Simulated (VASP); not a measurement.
# BP (F-43m) in VASP: a series of runs

The runs below take BP through relaxation of cell and atoms, single point, with PBE, LDA, HSE06, PBE-based screened hybrid.

All numbers are computed with VASP 6.6.1; they aren't measurements. Logs are shortened: lines on timing, memory, paths and dates and some standing lists are left out, and cuts for length are marked.

## Step 1: The cell of the first run

It takes space group F-43m (No. 216, cubic). Conventional cell: a = 4.538 Å, b = 4.538 Å, c = 4.538 Å, α = 90.00°, β = 90.00°, γ = 90.00°. P (site symmetry -43m) has 4 B at 1.97 Å within 2.6 Å. Within 2.6 Å of B (site symmetry -43m) lie 4 P at 1.97 Å.

## Step 2: Relaxation of cell and atoms, PBE

Contents of INCAR:

```
SYSTEM = BP
PREC     = Accurate       ! precision mode
ENCUT    = 600            ! plane-wave cutoff, eV
EDIFF    = 1E-6           ! SCF threshold, eV
ISMEAR   = -1             ! smearing method
SIGMA    = 0.05           ! smearing width, eV
LREAL    = .FALSE.        ! projectors in reciprocal space
LASPH    = .TRUE.         ! aspherical terms in the spheres
NELM     = 100            ! most SCF steps
ALGO     = Normal         ! electronic algorithm
ISIF     = 3              ! what is computed and relaxed
LWAVE    = .FALSE.        ! write WAVECAR
LCHARG   = .FALSE.        ! write CHGCAR
GGA      = PE             ! functional
IBRION   = 2              ! ionic algorithm
NSW      = 60             ! ionic steps
EDIFFG   = -0.01          ! ionic threshold
```

Contents of KPOINTS:

```
Automatic mesh
0
G
  10 10 10
  0 0 0
```

Contents of POSCAR:

```
BP
1.0
    0.0000000000      2.2690000000      2.2690000000
    2.2690000000      0.0000000000      2.2690000000
    2.2690000000      2.2690000000      0.0000000000
P B
1 1
Direct
    0.7500000000      0.7500000000      0.7500000000
    0.0000000000      0.0000000000      0.0000000000
```

Potentials or basis: VASP PAW PBE potentials, release 64 (P, B).

Run with:

```sh
cat potpaw_PBE.64/P/POTCAR potpaw_PBE.64/B/POTCAR > POTCAR
mpirun -np 1 vasp_std > vasp.out
```

OUTCAR:

```text
SYSTEM = BP
   PREC = Accurate
   ENCUT = 600
   EDIFF = 1E-6
   ISMEAR = -1
   LREAL = .FALSE.
   LASPH = .TRUE.
   NELM = 100
   ISIF = 3
   GGA = PE
   IBRION = 2
   NSW = 60
   EDIFFG = -0.01

 ion  position               nearest neighbor table
   1  0.750  0.750  0.750-   2 1.97   2 1.97   2 1.97   2 1.97
   2  0.000  0.000  0.000-   1 1.97   1 1.97   1 1.97   1 1.97

  LATTYP: Found a face centered cubic cell.
 ALAT       =     4.5380000000

  Lattice vectors:

 A1 = (   0.0000000000,   2.2690000000,   2.2690000000)
 A2 = (   2.2690000000,   0.0000000000,   2.2690000000)
 A3 = (   2.2690000000,   2.2690000000,   0.0000000000)

Analysis of symmetry for initial positions (statically):
=====================================================================
 Subroutine PRICEL returns:
 Original cell was already a primitive cell.

 Routine SETGRP: Setting up the symmetry group for a
 face centered cubic supercell.

 Subroutine GETGRP returns: Found 24 space group operations
 (whereof 24 operations were pure point group operations)
 out of a pool of 48 trial point group operations.

The static configuration has the point symmetry T_d .

Analysis of symmetry for dynamics (positions and initial velocities):
=====================================================================
 Subroutine PRICEL returns:
 Original cell was already a primitive cell.

 Routine SETGRP: Setting up the symmetry group for a
 face centered cubic supercell.

 Subroutine GETGRP returns: Found 24 space group operations
 (whereof 24 operations were pure point group operations)
 out of a pool of 48 trial point group operations.

The dynamic configuration has the point symmetry T_d .

 Subroutine INISYM returns: Found 24 space group operations
 (whereof 24 operations are pure point group operations),
 and found     1 'primitive' translations

----------------------------------------------------------------------------------------

                                     Primitive cell

  volume of cell :      23.3633

  direct lattice vectors                    reciprocal lattice vectors
     0.000000000  2.269000000  2.269000000    -0.220361393  0.220361393  0.220361393
     2.269000000  0.000000000  2.269000000     0.220361393 -0.220361393  0.220361393
     2.269000000  2.269000000  0.000000000     0.220361393  0.220361393 -0.220361393

  length of vectors
     3.208850573  3.208850573  3.208850573     0.381677128  0.381677128  0.381677128

  position of ions in fractional coordinates (direct lattice)
     0.750000000  0.750000000  0.750000000
     0.000000000  0.000000000  0.000000000

  ion indices of the primitive-cell ions
   primitive index   ion index
                 1           1
                 2           2

----------------------------------------------------------------------------------------

 KPOINTS: Automatic mesh

Automatic generation of k-mesh.
 Grid dimensions read from file:
 generate k-points for:   10   10   10

 Generating k-lattice:

  Cartesian coordinates                     Fractional coordinates (reciprocal lattice)
    -0.022036139  0.022036139  0.022036139     0.100000000  0.000000000  0.000000000
     0.022036139 -0.022036139  0.022036139     0.000000000  0.100000000  0.000000000
     0.022036139  0.022036139 -0.022036139     0.000000000  0.000000000  0.100000000

  Length of vectors
     0.038167713  0.038167713  0.038167713

  Shift w.r.t. Gamma in fractional coordinates (k-lattice)
     0.000000000  0.000000000  0.000000000

 Subroutine IBZKPT returns following result:
 ===========================================

 Found     47 irreducible k-points:

 Following reciprocal coordinates:
            Coordinates               Weight
  0.000000  0.000000  0.000000      1.000000
  0.100000  0.000000  0.000000      8.000000
  0.200000  0.000000  0.000000      8.000000
  0.300000  0.000000  0.000000      8.000000
  0.400000  0.000000  0.000000      8.000000
  0.500000  0.000000  0.000000      4.000000
[... 16 lines left out ...]
  0.300000  0.300000  0.000000      6.000000
  0.400000  0.300000  0.000000     24.000000
 [... further k-points ...]
   k-points           NKPTS =     47   k-points in BZ     NKDIM =     47   number of bands    NBANDS=      8
   number of dos      NEDOS =    301   number of ions     NIONS =      2
   total plane-waves  NPLWV =  21952
   dimension x,y,z NGX =    28 NGY =   28 NGZ =   28
   dimension x,y,z NGXF=    56 NGYF=   56 NGZF=   56
   ions per type =               1   1
   NGX,Y,Z   is equivalent  to a cutoff of  14.51, 14.51, 14.51 a.u.
   NGXF,Y,Z  is equivalent  to a cutoff of  29.01, 29.01, 29.01 a.u.
 SYSTEM =  BP
   PREC   = accura    normal or accurate (medium, high low for compatibility)
   ISTART =      0    job   : 0-new  1-cont  2-samecut
   ICHARG =      2    charge: 1-file 2-atom 10-const
   ISPIN  =      1    spin polarized calculation?
   LNONCOLLINEAR =      F non collinear calculations
   LSORBIT =      F    spin-orbit coupling
   LASPH  =      T    aspherical Exc in radial PAW
   ENCUT  =  600.0 eV  44.10 Ry    6.64 a.u.   6.41  6.41  6.41*2*pi/ulx,y,z
   NELM   =    100;   NELMIN=  2; NELMDL= -5     # of ELM steps
   EDIFF  = 0.1E-05   stopping-criterion for ELM
   LREAL  =      F    real-space projection
   EDIFFG = -.1E-01   stopping-criterion for IOM
   NSW    =     60    number of steps for IOM
   IBRION =      2    ionic relax: 0-MD 1-quasi-New 2-CG
   NFREE  =      1    steps in history (QN), initial steepest desc. (CG)
   ISIF   =      3    stress and relaxation
   ISYM   =      2    0-nonsym 1-usesym 2-fastsym
   POTIM  = 0.5000    time-step for ionic-motion
   TEBEG  =    0.0;   TEEND  =   0.0 temperature during run
   PSTRESS=    0.0 pullay stress
   NELECT =       8.0000    total number of electrons
   NUPDOWN=      -1.0000    fix difference up-down
   EMIN   =  10.00;   EMAX   =-10.00  energy-range for DOS
[... 5 lines left out ...]
     AMIX     =   0.40;   BMIX     =  1.00
     AMIX_MAG =   1.60;   BMIX_MAG =  1.00
  volume/ion in A,a.u.               =      11.68        78.83
  Fermi-wavevector in a.u.,A,eV,Ry     =   1.145320  2.164342 17.847562  1.311759
  Thomas-Fermi vector in A             =   2.282009
   LORBIT       =      0    0 simple, 1 ext, 2 COOP (PROOUT), +10 PAW based schemes
   GGA     = PE    functional components
   LHFCALC =     F    Hartree Fock is set to
   AEXX    =    0.0000 exact exchange contribution
   IVDW    =     0    specifies the selected vdW correction
   LEPSILON=     F    determine dielectric tensor
   LRPA    =     F    only Hartree local field effects (RPA)
 conjugate gradient relaxation of ions
 non-spin polarized calculation
  energy-cutoff  :      600.00
  volume of cell :       23.36
 maximum number of plane-waves:       794
 NGX is ok and might be reduce to    28
   NGX = 13   NGY = 13   NGZ = 13

--------------------------------------- Ionic step        1  -------------------------------------------

 number of electron       8.0000000 magnetization

 Free energy of the ion-electron system (eV)
  ---------------------------------------------------
  ext. energy  EPLUGINS =         0.00000000
  ---------------------------------------------------
  free energy    TOTEN  =       -12.93208109 eV

  energy without entropy =      -12.93208104  energy(sigma->0) =      -12.93208107

------------------------ aborting loop because EDIFF is reached ----------------------------------------

  FORCE on cell =-STRESS in cart. coord.  units (eV):
  Direction    XX          YY          ZZ          XY          YZ          ZX
  --------------------------------------------------------------------------------------
  -------------------------------------------------------------------------------------
  Total        0.1305967      0.1305967      0.1305967     -0.0000000     -0.0000000      0.0000000
  in kB        8.9559029      8.9559029      8.9559029     -0.0000000     -0.0000000      0.0000000
  external PRESSURE =       8.9559029 kB  Pullay stress =       0.0000000 kB
[... 57 lines left out ...]
  energy  without entropy=      -12.9322500908  energy(sigma->0) =      -12.93225011

--------------------------------------- Ionic step        3  -------------------------------------------

 number of electron       8.0000000 magnetization

 Free energy of the ion-electron system (eV)
  ---------------------------------------------------
  ext. energy  EPLUGINS =         0.00000000
  ---------------------------------------------------
  free energy    TOTEN  =       -12.93243697 eV

  energy without entropy =      -12.93243692  energy(sigma->0) =      -12.93243694

 E-fermi :   7.9729     XC(G=0): -10.8837

 val. band max:        7.3678803355   @ k =   0.0000   0.0000   0.0000
 cond. band min:       8.6147462844   @ k =   0.4000   0.4000   0.0000
 fundamental gap:      1.2468659489
 Fermi energy:         7.9728954757

 k-point     1 :       0.0000    0.0000    0.0000
  band No.  band energies     occupation
      1      -8.0434      2.00000
      2       7.3679      1.99999
      3       7.3679      1.99999
      4       7.3679      1.99999
      5      10.7606      0.00000
      6      10.7606      0.00000
      7      10.7606      0.00000
      8      14.6595      0.00000
[... 243 lines left out ...]
 k-point    24 :       0.4000    0.3000    0.0000
  band No.  band energies     occupation
      1      -5.1184      2.00000
      2       1.2198      2.00000
      3       3.3399      2.00000
      4       3.8697      2.00000
      5       9.1838      0.00000
      6      10.9927      0.00000
      7      16.8071      0.00000
      8      16.8210      0.00000

 [... further k-points ...]
[... 5 lines left out ...]
  --------------------------------------------------------------------------------------
  -------------------------------------------------------------------------------------
  Total        0.0011413      0.0011413      0.0011413     -0.0000000     -0.0000000      0.0000000
  in kB        0.0778375      0.0778375      0.0778375     -0.0000000     -0.0000000      0.0000000
  external PRESSURE =       0.0778375 kB  Pullay stress =       0.0000000 kB
[... 17 lines left out ...]
  FREE ENERGIE OF THE ION-ELECTRON SYSTEM (eV)
  ---------------------------------------------------
  free  energy   TOTEN  =       -12.9324369682 eV

  energy  without entropy=      -12.9324369211  energy(sigma->0) =      -12.93243694

 reached required accuracy - stopping structural energy minimisation
```

It took 12 s on 1 thread of Intel Xeon 6975P-C (Granite Rapids), shared host; peak memory 0.15 GiB.

Results:

| Property | Result |
| --- | --- |
| Free energy | -12.9324 eV |
| Relaxed volume | 11.75 Å³/atom |
| Relaxed cell | a = 3.215 Å, b = 3.215 Å, c = 3.215 Å, α = 60.00°, β = 60.00°, γ = 60.00° |
| Space group after relaxing (to 0.05 Å) | F-43m (No. 216) |
| Energy gained by relaxing | 0.2 meV/atom |
| Ionic steps | 3 |
| Pressure after relaxing | 0.0 GPa |
| Band gap on the k mesh | 1.25 eV, indirect (least direct gap 3.39 eV) |

Step by step:
| step | energy change (eV) | largest force (eV/Å) | pressure (GPa) | volume (Å³) |
| --- | --- | --- | --- | --- |
| 1 | 0.0000 | 0.0000 | 0.90 | 23.36 |
| 2 | -0.0002 | 0.0000 | -0.63 | 23.58 |
| 3 | -0.0004 | 0.0000 | 0.01 | 23.49 |

Final structure:
```cif
data_structure
_symmetry_space_group_name_H-M 'P 1'
_symmetry_Int_Tables_number 1
_cell_length_a 3.2147
_cell_length_b 3.2147
_cell_length_c 3.2147
_cell_angle_alpha 60.000
_cell_angle_beta 60.000
_cell_angle_gamma 60.000
_cell_volume 23.49
loop_
_atom_site_label
_atom_site_type_symbol
_atom_site_fract_x
_atom_site_fract_y
_atom_site_fract_z
_atom_site_occupancy
P1 P 0.75000 0.75000 0.75000 1
B1 B 0.00000 0.00000 0.00000 1
```

A k mesh can miss the band edges. A hybrid or GW would open this gap; PBE tends to underestimate it.

## Step 3: Relaxation of cell and atoms, LDA

Contents of INCAR:

```
PREC = Accurate ; ENCUT = 600
EDIFF = 1E-6 ; ISMEAR = -1
SIGMA = 0.05 ; LREAL = False
LASPH = True ; NELM = 60
ALGO = Normal ; ISIF = 3
LWAVE = False ; LCHARG = False
GGA = CA ; IBRION = 2
NSW = 60 ; EDIFFG = -0.01
```

Contents of KPOINTS:

```
regular mesh
0
Gamma
  10 10 10
```

POSCAR is that of step 2.

Potentials or basis: VASP PAW LDA potentials, release 64 (P, B).

Run with:

```sh
cat potpaw_LDA.64/P/POTCAR potpaw_LDA.64/B/POTCAR > POTCAR
mpirun -np 1 vasp_std > vasp.out
```

OUTCAR:

```text
PREC = Accurate
   ENCUT = 600
   EDIFF = 1E-6
   ISMEAR = -1
   LREAL = False
   LASPH = True
   NELM = 60
   ISIF = 3
   GGA = CA
   IBRION = 2
   NSW = 60
   EDIFFG = -0.01

 ion  position               nearest neighbor table
   1  0.750  0.750  0.750-   2 1.97   2 1.97   2 1.97   2 1.97
   2  0.000  0.000  0.000-   1 1.97   1 1.97   1 1.97   1 1.97

  LATTYP: Found a face centered cubic cell.
 ALAT       =     4.5380000000

  Lattice vectors:

 A1 = (   0.0000000000,   2.2690000000,   2.2690000000)
 A2 = (   2.2690000000,   0.0000000000,   2.2690000000)
 A3 = (   2.2690000000,   2.2690000000,   0.0000000000)

Analysis of symmetry for initial positions (statically):
=====================================================================
 Subroutine PRICEL returns:
[... 251 lines left out ...]

  energy without entropy =      -14.40128766  energy(sigma->0) =      -14.40128771

 E-fermi :   8.3489     XC(G=0): -11.2208

 val. band max:        7.7923735388   @ k =   0.0000   0.0000   0.0000
 cond. band min:       8.9427100746   @ k =   0.4000   0.4000   0.0000
 fundamental gap:      1.1503365358
 Fermi energy:         8.3489401904

 k-point     1 :       0.0000    0.0000    0.0000
  band No.  band energies     occupation
      1      -7.8828      2.00000
      2       7.7924      1.99997
      3       7.7924      1.99997
      4       7.7924      1.99997
      5      11.2223      0.00000
      6      11.2223      0.00000
      7      11.2223      0.00000
      8      15.6554      0.00000
[... 243 lines left out ...]
 k-point    24 :       0.4000    0.3000    0.0000
  band No.  band energies     occupation
      1      -4.8638      2.00000
      2       1.6364      2.00000
      3       3.6288      2.00000
      4       4.1856      2.00000
      5       9.5316      0.00000
      6      11.3276      0.00000
      7      17.4112      0.00000
      8      17.4369      0.00000

 [... further k-points ...]
[... 5 lines left out ...]
  --------------------------------------------------------------------------------------
  -------------------------------------------------------------------------------------
  Total       -0.0020722     -0.0020722     -0.0020722     -0.0000000      0.0000000     -0.0000000
  in kB       -0.1467351     -0.1467351     -0.1467351     -0.0000000      0.0000000     -0.0000000
  external PRESSURE =      -0.1467351 kB  Pullay stress =       0.0000000 kB
[... 17 lines left out ...]
  FREE ENERGIE OF THE ION-ELECTRON SYSTEM (eV)
  ---------------------------------------------------
  free  energy   TOTEN  =       -14.4012877723 eV

  energy  without entropy=      -14.4012876572  energy(sigma->0) =      -14.40128771

 reached required accuracy - stopping structural energy minimisation
```

OSZICAR:

```text
N       E                     dE             d eps       ncg     rms          rms(c)
DAV:   1     0.128109519697E+02    0.12811E+02   -0.44363E+03   752   0.996E+02
DAV:   2    -0.148943056021E+02   -0.27705E+02   -0.26771E+02  1168   0.122E+02
DAV:   3    -0.152129863920E+02   -0.31868E+00   -0.31868E+00   912   0.172E+01
DAV:   4    -0.152138705661E+02   -0.88417E-03   -0.88417E-03  1272   0.914E-01
[... 20 lines left out ...]
DAV:   2    -0.144025673404E+02    0.44781E-02   -0.97594E-03   976   0.633E-01    0.281E-01
DAV:   3    -0.144013968449E+02    0.11705E-02   -0.24756E-03   856   0.289E-01    0.644E-02
DAV:   4    -0.144013057386E+02    0.91106E-04   -0.10007E-04   984   0.743E-02    0.545E-02
DAV:   5    -0.144012881900E+02    0.17549E-04   -0.21146E-05  1000   0.319E-02    0.262E-02
DAV:   6    -0.144012877723E+02    0.41775E-06   -0.50279E-07   464   0.599E-03
   3 F= -.14401288E+02 E0= -.14401288E+02  d E =-.125860E-01
```

It took 10 s on 1 thread of Intel Xeon 6975P-C (Granite Rapids), shared host; peak memory 0.14 GiB.

What came out:

* Free energy: -14.4013 eV
* Relaxed volume: 11.31 Å³/atom
* Relaxed cell: a = 3.175 Å, b = 3.175 Å, c = 3.175 Å, α = 60.00°, β = 60.00°, γ = 60.00°
* Space group after relaxing (to 0.05 Å): F-43m (No. 216)
* Energy gained by relaxing: 6.3 meV/atom
* Ionic steps: 3
* Pressure after relaxing: 0.0 GPa
* Band gap on the k mesh: 1.15 eV, indirect (least direct gap 3.43 eV)

Step by step:
```tsv
step	energy change (eV)	largest force (eV/Å)	pressure (GPa)	volume (Å³)
1	0.0000	0.0000	-5.32	23.36
2	-0.0051	0.0000	4.50	22.08
3	-0.0126	0.0000	-0.01	22.63
```

Final structure:
```cif
data_structure
_symmetry_space_group_name_H-M 'P 1'
_symmetry_Int_Tables_number 1
_cell_length_a 3.1747
_cell_length_b 3.1747
_cell_length_c 3.1747
_cell_angle_alpha 60.000
_cell_angle_beta 60.000
_cell_angle_gamma 60.000
_cell_volume 22.63
loop_
_atom_site_label
_atom_site_type_symbol
_atom_site_fract_x
_atom_site_fract_y
_atom_site_fract_z
_atom_site_occupancy
P1 P 0.75000 0.75000 0.75000 1
B1 B 0.00000 0.00000 0.00000 1
```

Levels at points of the mesh, in eV from the valence-band top:
```
           k point  band 1  band 2  band 3  band 4  band 5  band 6  band 7  band 8
(0.00, 0.00, 0.00)  -15.68    0.00    0.00    0.00    3.43    3.43    3.43    7.86
(0.50, 0.00, 0.00)  -12.22   -9.24   -1.79   -1.79    3.98    4.70    4.70   10.04
(0.50, 0.50, 0.00)  -10.68   -8.65   -4.22   -4.22    1.24    1.53   12.30   12.30
```

[end of part 1 of 2]
